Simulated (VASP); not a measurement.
Write the native input for VASP 6.6.1 that does the following.

* Task: single point
* Functional: r2SCAN
* Potentials or basis: VASP PAW PBE potentials, release 64 (C)
* Cutoff: 520 eV
* k mesh: 13 × 13 × 13
* Occupations: fermi-dirac, width 0.05 eV
* Spin: no spin polarisation
* Dipole correction: no
* Further INCAR settings: ALGO = Normal; EDIFF = 1e-06; NBANDS = 11

C:

```
C
1.0
     0.00000    1.73135    1.73135
     1.73135    0.00000    1.73135
     1.73135    1.73135    0.00000
C
2
Direct
  0.50000 0.50000 0.50000
  0.75000 0.75000 0.75000
```

This cell differs from its parent crystal: volume scaled by 0.92.

One way to write it, as run:

POSCAR

```
C
1.0
    0.0000000000      1.7313518157      1.7313518157
    1.7313518157      0.0000000000      1.7313518157
    1.7313518157      1.7313518157      0.0000000000
C
2
Direct
    0.5000000000      0.5000000000      0.5000000000
    0.7500000000      0.7500000000      0.7500000000
```

INCAR.step1

```
PREC = Accurate ; ENCUT = 520
ISMEAR = -1 ; SIGMA = 0.05
LREAL = False ; LASPH = True
NELM = 100 ; NBANDS = 11
GGA = PE ; ALGO = Normal
EDIFF = 1E-4 ; LWAVE = True
LCHARG = False
```

INCAR.step2

```
PREC = Accurate ; ENCUT = 520
EDIFF = 1E-6 ; ISMEAR = -1
SIGMA = 0.05 ; LREAL = False
LASPH = True ; NELM = 100
ALGO = Normal ; ISIF = 2
LWAVE = False ; LCHARG = True
METAGGA = R2SCAN ; LMIXTAU = True
LELF = True ; LVHAR = True
NBANDS = 11 ; ISTART = 1
```

KPOINTS

```
Automatic mesh
0
Gamma
  13 13 13
```

Potentials or basis: VASP PAW PBE potentials, release 64 (C).

Launch:

```bash
$ cat potpaw_PBE.64/C/POTCAR > POTCAR
$ cp INCAR.step1 INCAR
$ mpirun -np 1 vasp_std > vasp.out
$ cp INCAR.step2 INCAR
$ mpirun -np 1 vasp_std > vasp.out
```

It gave:

```json
{
  "Pressure": "45.2 GPa",
  "Band gap on the k mesh": "4.54 eV, indirect (least direct gap 6.08 eV)"
}
```

Caveat: the PAW data sets were made with another functional, which shifts forces and pressure a little.

It took 15 s on 1 thread of Intel(R) Xeon(R) 6975P-C (Granite Rapids) (shared host), peak memory 0.11 GiB.
